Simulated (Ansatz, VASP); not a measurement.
## Two plane-wave programs on K2IBr

Contents of INCAR:

```
SYSTEM = K2IBr
  PREC = Accurate
  ENCUT = 520
  EDIFF = 1E-6
  ISMEAR = 0
  SIGMA = 0.01
  LREAL = .False.
  LASPH = .True.
  NELM = 80
  ALGO = Normal
  ISIF = 2
  LWAVE = .False.
  LCHARG = .False.
  GGA = PE
  NBANDS = 24
```

File KPOINTS:

```
Automatic mesh
0
Gamma
  6 6 6
  0 0 0
```

POSCAR

```
K2IBr
1.0
    2.4182725708      1.3961903197      7.9198857774
   -2.4182725708      1.3961903197      7.9198857774
    0.0000000000     -2.7923806394      7.9198857774
Br I K
1 1 2
Direct
    1.0000000000      0.0000000000      0.0000000000
    0.5000000000      0.5000000000      0.5000000000
    0.2558971245      0.2558971245      0.2558971245
    0.7441028755      0.7441028755      0.7441028755
```

Input for Ansatz:

```yaml
crystal:
  lattice:
    - [2.4182725708, 1.3961903197, 7.9198857774]
    - [-2.4182725708, 1.3961903197, 7.9198857774]
    - [0.0, -2.7923806394, 7.9198857774]
  atoms:
    - { symbol: Br, position: [1.0, 0.0, 0.0] }
    - { symbol: I, position: [0.5, 0.5, 0.5] }
    - { symbol: K, position: [0.2558971245, 0.2558971245, 0.2558971245] }
    - { symbol: K, position: [0.7441028755, 0.7441028755, 0.7441028755] }
kpoints:
  mp_grid: { grid: [6, 6, 6] }
hamiltonian:
  xc: pbe
scf:
  occupations: { method: fixed }
output:
  optics:
    e_range: [0, 18]
    de: 0.05
    sigma: 0.1
    bands: { spectra_wanted_up_to: 18 }
```

Alike in both runs: task single point; functional PBE; k mesh 6 × 6 × 6; no spin polarisation.

|  | VASP | Ansatz |
| --- | --- | --- |
| version | VASP 6.6.1 | Ansatz 0.2.0 |
| potentials or method | VASP PAW PBE potentials, release 64 (Br, I, K_sv) | plane waves, PAW |
| plane-wave cutoff (eV) | 520 | 420 |
| occupations | gaussian, width 0.01 eV | fixed |
| valence electrons in the cell | 32 | 42 |

|  | VASP | Ansatz | Ansatz less VASP |
| --- | --- | --- | --- |
| gap on the k mesh at the Fermi level (eV) | 3.83 | 3.84 | +0.003 |

VASP's potentials hold 32 valence electrons a cell and Ansatz's 42, so a difference there can come from the potentials and not from the codes.

Neither program's run includes spin-orbit coupling.
